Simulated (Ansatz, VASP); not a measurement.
## One calculation of Lu2Sc3N, two programs

```
CELL_PARAMETERS angstrom
5.55787 0.00000 0.00000
-2.77893 4.81325 0.00000
0.00000 0.00000 4.31203
ATOMIC_POSITIONS crystal
Lu 0.33333 0.66667 0.00000
Lu 0.66667 0.33333 0.00000
Sc 0.50000 0.00000 0.50000
Sc 0.50000 0.50000 0.50000
Sc 0.00000 0.50000 0.50000
N 0.00000 0.00000 0.00000
```

Change from the starting cell: species swapped into the SmAl3Pd2 type (P6/mmm, No. 191).

Alike in both runs: task single point; functional PBE; k mesh 6 × 6 × 4; occupations gaussian, width 0.1 eV; no spin polarisation.

|  | VASP | Ansatz |
| --- | --- | --- |
| version | VASP 6.6.1 | Ansatz 0.2.0 |
| potentials or method | VASP PAW PBE potentials, release 64 (Lu, Sc_sv, N), cutoff 520 eV | scalar-relativistic, plane waves, PAW |
| valence electrons in the cell | 88 | 88 |

```csv
,VASP,Ansatz,Ansatz less VASP
gap on the k mesh at the Fermi level (eV),none,none,-
pressure (GPa),21.9,21.5,-0.45
"traceless stress, the component that is largest in VASP (GPa)",14.31,14.03,-0.275
```

A gap of «none» marks a metal or a gap that the smearing closes.

The k mesh is coarse, so the values compare programs but aren't converged. Spin-orbit coupling is off throughout.
